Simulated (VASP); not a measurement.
# NiMo18S36 (a cell with a defect) in VASP: further runs, part 2 of 2

VASP 6.6.1. The steps go on from the part before.

## (3) Single point, PBE

INCAR reads:

```
SYSTEM = NiMo18S36
ALGO = Normal
EDIFF = 1E-6
ENCUT = 520
GGA = PE
GGA_COMPAT = .False.
ISIF = 2
ISMEAR = -1
LASPH = .True.
LCHARG = .False.
LREAL = Auto
LWAVE = .False.
NBANDS = 272
NELM = 120
PREC = Accurate
SIGMA = 0.01
```

KPOINTS reads:

```
k-points
0
Gamma
  1 1 1
  0 0 0
```

POSCAR reads:

```
NiMo18S36
1.0
    9.3669868000      0.0000000800      0.0000000000
   -4.6834934700      8.1120484800      0.0000000000
    0.0000000000      0.0000000000     12.0827026900
Mo S Ni
18 36 1
Direct
    0.2239937414      0.1145927548      0.2506487230
    0.1082265882      0.2192681658      0.7483687410
    0.2204024434      0.4451625248      0.2532362236
    0.1078365635      0.5523062396      0.7479405255
    0.2229694331      0.7803781003      0.2517931690
    0.1078635545      0.8863175570      0.7481119276
    0.5561516628      0.1145694528      0.2506371362
    0.4402723739      0.2172059214      0.7470159807
    0.5591060702      0.4525523934      0.2478812958
    0.4400431837      0.5534282710      0.7438613885
    0.5555317965      0.7832567780      0.2544251132
    0.4418008738      0.8863334560      0.7480995959
    0.8893693713      0.1131843493      0.2520855704
    0.7744099258      0.2192857874      0.7483393602
    0.8903889153      0.4451425479      0.2532741290
    0.7767369400      0.5534131051      0.7438202553
    0.8933253305      0.7833047280      0.2544795712
    0.7746662520      0.8860013541      0.7473180655
    0.2182670727      0.1076742804      0.6186871590
    0.1113191622      0.2224047348      0.3810186444
    0.2191737046      0.1078255369      0.8775178263
    0.1106363273      0.2243385251      0.1223624414
    0.2164377928      0.4400509922      0.6176629676
    0.1118141640      0.5579712698      0.3820762720
    0.2211044941      0.4428717347      0.8764285005
    0.1109743223      0.5563460330      0.1228907173
    0.2191652707      0.7749841483      0.6192884317
    0.1155452973      0.8939797400      0.3815983161
    0.2190738588      0.7747885134      0.8773240782
    0.1128538492      0.8918852012      0.1224380040
    0.5527585011      0.1076970827      0.6186677097
    0.4481471884      0.2306835282      0.3777276589
    0.5520169571      0.1078540097      0.8774993701
    0.4456230975      0.2256639576      0.1206514831
    0.5516188974      0.4399171140      0.6166000431
    0.4455479577      0.5573657474      0.3800867337
    0.5529178410      0.4425350717      0.8693808223
    0.4370186713      0.5676256714      0.1229811772
    0.5531808113      0.7773431053      0.6173882774
    0.4439968100      0.8939351117      0.3815719147
    0.5522519046      0.7726431827      0.8761121805
    0.4445576729      0.8918538865      0.1224153269
    0.8862208385      0.1090570318      0.6191356513
    0.7766054499      0.2223551723      0.3810367695
    0.8855716342      0.1078329267      0.8775379377
    0.7792718842      0.2243512156      0.1223766766
    0.8870165070      0.4400716956      0.6176324281
    0.7774484823      0.5573774551      0.3801209148
    0.8851042445      0.4428732074      0.8763901812
    0.7963999619      0.5676963035      0.1230609606
    0.8875207160      0.7773622094      0.6173886912
    0.7789528529      0.8924152704      0.3825582006
    0.8836359685      0.7725693387      0.8761364300
    0.7774486492      0.8893045888      0.1241031116
    0.6075750973      0.5491774319      0.0241163759
```

Potentials or basis: VASP PAW PBE potentials, release 64 (Mo_sv, S, Ni).

Started as:

```
$ cat potpaw_PBE.64/Mo_sv/POTCAR potpaw_PBE.64/S/POTCAR potpaw_PBE.64/Ni/POTCAR > POTCAR
$ mpirun -np 1 vasp_gam > vasp.out
```

Wall time 22 min (1 thread of AMD EPYC 7R13, shared host); peak memory 0.87 GiB.

Results (log left out):

| Item | Value |
| --- | --- |
| Free energy | -394.6719 eV |
| Pressure | 8.6 GPa |
| Largest force | 0.685 eV/Å |
| Band gap on the k mesh | 1.02 eV |

Forces in eV/Å, atoms in the order of the input:
```
Mo   0.003  0.019  0.005
Mo   0.001  0.005 -0.009
Mo  -0.009  0.010  0.015
Mo   0.001  0.001 -0.011
Mo  -0.001  0.020  0.010
Mo  -0.003  0.004 -0.004
Mo  -0.003  0.019  0.005
Mo   0.001 -0.007 -0.022
Mo  -0.001  0.035 -0.020
Mo  -0.007  0.011 -0.030
Mo  -0.008  0.029  0.017
Mo   0.003  0.005 -0.005
Mo  -0.001  0.012  0.005
Mo   0.002  0.005 -0.008
Mo   0.007  0.010  0.016
Mo   0.009  0.010 -0.030
Mo   0.006  0.029  0.017
Mo   0.001  0.002 -0.005
S   -0.003  0.002  0.007
S    0.001  0.007 -0.007
S    0.001  0.003 -0.018
S   -0.002  0.013  0.017
S   -0.006 -0.001 -0.002
S   -0.003  0.016 -0.003
S    0.004  0.008 -0.029
S    0.000  0.012  0.018
S    0.001  0.005  0.010
S    0.008  0.022 -0.002
S    0.002  0.000 -0.016
S    0.006  0.022  0.021
S    0.003 -0.002  0.006
S   -0.003  0.042 -0.024
S    0.001  0.006 -0.020
S    0.000  0.004  0.010
S   -0.002  0.000 -0.005
S    0.004  0.015 -0.018
S   -0.001 -0.017 -0.092
S   -0.102  0.056  0.032
S    0.001  0.012 -0.001
S   -0.009  0.022 -0.002
S   -0.005 -0.001 -0.029
S   -0.006  0.020  0.023
S    0.003  0.002  0.007
S   -0.001  0.011 -0.008
S    0.002  0.006 -0.021
S    0.002  0.015  0.018
S    0.008 -0.001 -0.001
S   -0.006  0.014 -0.015
S   -0.001  0.008 -0.024
S    0.098  0.057  0.031
S    0.001  0.015  0.000
S   -0.002  0.021 -0.001
S    0.008  0.001 -0.029
S    0.000  0.022  0.031
Ni  -0.003 -0.658  0.188
```

Stress tensor (GPa, compression positive):
```
 9.23 -0.01  0.01
-0.01  8.85  0.40
 0.01  0.40  7.79
```

Levels at points of the mesh, in eV from the valence-band top:
| k point | band 236 | band 237 | band 238 | band 239 | band 240 | band 241 | band 242 | band 243 |
| --- | --- | --- | --- | --- | --- | --- | --- | --- |
| (0.00, 0.00, 0.00) | -0.58 | -0.52 | -0.44 | 0.00 | 1.02 | 1.02 | 1.06 | 1.10 |

Caveat: the k points lie up to 0.77 Å⁻¹ apart. Spin polarisation is off, so any magnetic state and its effect on volume and gap are missing.

## (4) Single point, PBE

INCAR reads:

```
SYSTEM = NiMo18S36
PREC = Accurate ; ENCUT = 520
EDIFF = 1E-6 ; ISMEAR = -1
SIGMA = 0.01 ; LREAL = Auto
LASPH = .True. ; NELM = 120
ALGO = Normal ; ISIF = 2
LWAVE = .False. ; LCHARG = .False.
GGA = PE ; NBANDS = 272
GGA_COMPAT = .False.
```

KPOINTS reads:

```
regular mesh
0
Gamma
  1 1 1
  0 0 0
```

POSCAR reads:

```
NiMo18S36
1.0
    9.3669868000      0.0000000800      0.0000000000
   -4.6834934700      8.1120484800      0.0000000000
    0.0000000000      0.0000000000     12.0827026900
Mo S Ni
18 36 1
Direct
    0.2167914046      0.1069012328      0.2537185660
    0.1142856012      0.2245850719      0.7471479049
    0.2167560467      0.4446354076      0.2538682842
    0.1142023065      0.5575070221      0.7483142830
    0.2181121377      0.7764628131      0.2520952537
    0.1142466553      0.8916555428      0.7483346427
    0.5537083666      0.1090491456      0.2537522505
    0.4476484701      0.2235509278      0.7444368392
    0.5476977356      0.4412128410      0.2476301931
    0.4476150055      0.5589777940      0.7443381858
    0.5536564556      0.7793429701      0.2537647477
    0.4475804823      0.8912213705      0.7479400290
    0.8860826150      0.1103977536      0.2521564155
    0.7809839927      0.2247588808      0.7481854211
    0.8841758574      0.4430625554      0.2509660361
    0.7830832493      0.5589700245      0.7470022421
    0.8841627260      0.7758701079      0.2509499801
    0.7809797193      0.8910544550      0.7481593508
    0.2235275767      0.1121009058      0.6176724026
    0.1072600618      0.2209392604      0.3820482154
    0.2282208281      0.1170089138      0.8766985559
    0.1110321815      0.2229399880      0.1233573347
    0.2234466817      0.4462818474      0.6176378077
    0.1049841929      0.5549802868      0.3815381474
    0.2281748099      0.4462616305      0.8765609212
    0.1068228627      0.5548660123      0.1225045454
    0.2249105371      0.7799084285      0.6194832557
    0.1050328060      0.8848838871      0.3815014834
    0.2253821439      0.7801515237      0.8774979632
    0.1067729100      0.8866465738      0.1224663917
    0.5597801952      0.1123476958      0.6177763528
    0.4415953509      0.2223779812      0.3799751693
    0.5576246225      0.1140263101      0.8764645023
    0.4342997296      0.2060664417      0.1226178478
    0.5606552304      0.4477250061      0.6166636878
    0.4416064704      0.5539546485      0.3800780436
    0.5588369823      0.4469353166      0.8715783439
    0.4341301796      0.5626971999      0.1226825685
    0.5597820669      0.7823455408      0.6177411786
    0.4403652271      0.8876009534      0.3825050668
    0.5576012682      0.7783795882      0.8764256037
    0.4417896261      0.8882501112      0.1234692302
    0.8911592426      0.1130205189      0.6189789811
    0.7765632284      0.2225472323      0.3813243707
    0.8923342764      0.1135608263      0.8773499003
    0.7743660183      0.2199371641      0.1226871204
    0.8929188458      0.4466793976      0.6187149673
    0.7681224898      0.5514322245      0.3780607797
    0.8924085153      0.4470040998      0.8773571834
    0.7742788593      0.5545114713      0.1210043843
    0.8929633833      0.7810936959      0.6187061117
    0.7765572056      0.8887425853      0.3813180807
    0.8924204968      0.7802893368      0.8773463415
    0.7742854654      0.8891157339      0.1226854652
    0.4198057759      0.3772203746      0.0179900975
```

Started as:

```
$ cat potpaw_PBE.64/Mo_sv/POTCAR potpaw_PBE.64/S/POTCAR potpaw_PBE.64/Ni/POTCAR > POTCAR
$ mpirun -np 1 vasp_gam > vasp.out
```

Wall time 26 min (1 thread of AMD EPYC 7R13, shared host); peak memory 0.89 GiB.

The run converged. Its results:

| Property | Result |
| --- | --- |
| Free energy | -394.5816 eV |
| Pressure | 8.5 GPa |
| Largest force | 0.042 eV/Å |
| Band gap on the k mesh | 1.02 eV |

Forces in eV/Å, atoms in the order of the input:
```
Mo   0.003 -0.002  0.004
Mo  -0.001  0.003 -0.002
Mo   0.003 -0.002 -0.011
Mo  -0.002  0.002 -0.007
Mo   0.001 -0.004  0.001
Mo  -0.001  0.000  0.000
Mo   0.007  0.000  0.006
Mo  -0.003 -0.001 -0.008
Mo   0.004  0.002  0.010
Mo   0.000 -0.002 -0.002
Mo   0.000  0.003  0.008
Mo   0.001  0.002 -0.003
Mo   0.000  0.001  0.000
Mo  -0.004  0.000 -0.003
Mo   0.000  0.001 -0.003
Mo   0.010  0.008 -0.023
Mo   0.003 -0.004 -0.001
Mo  -0.003  0.000 -0.003
S    0.000  0.002  0.013
S   -0.002  0.003 -0.010
S   -0.001 -0.010 -0.014
S   -0.010 -0.005  0.016
S    0.001  0.002  0.011
S    0.005  0.001 -0.011
S    0.001 -0.005 -0.003
S   -0.001  0.001  0.020
S    0.000  0.001  0.014
S    0.002  0.001 -0.013
S    0.000  0.000 -0.012
S   -0.001 -0.001  0.016
S    0.000  0.001  0.015
S    0.000 -0.003 -0.011
S    0.003 -0.001 -0.012
S    0.005 -0.023  0.015
S    0.000  0.003  0.019
S    0.001  0.000 -0.022
S    0.007  0.004 -0.004
S   -0.020  0.033  0.018
S    0.003 -0.004  0.011
S    0.002 -0.002 -0.009
S   -0.001  0.006 -0.016
S    0.001 -0.002  0.015
S    0.005  0.000  0.013
S    0.001  0.002 -0.013
S   -0.001  0.003 -0.013
S   -0.002  0.000  0.014
S   -0.003  0.004  0.015
S    0.000  0.002 -0.011
S   -0.001 -0.001 -0.013
S    0.003  0.000  0.021
S   -0.003 -0.007  0.018
S   -0.001  0.000 -0.011
S    0.001  0.001 -0.013
S   -0.001  0.000  0.013
Ni  -0.015 -0.010 -0.029
```

Stress tensor (GPa, compression positive):
```
 8.88 -0.13 -0.21
-0.13  9.02 -0.13
-0.21 -0.13  7.53
```

Levels at points of the mesh, in eV from the valence-band top:
```tsv
k point	band 235	band 236	band 237	band 238	band 239	band 240	band 241	band 242	band 243	band 244
(0.00, 0.00, 0.00)	-0.68	-0.52	-0.43	-0.31	0.00	1.02	1.03	1.04	1.08	1.09
```

Caveat: the k points lie up to 0.77 Å⁻¹ apart. Spin polarisation is off, so any magnetic state and its effect on volume and gap are missing.
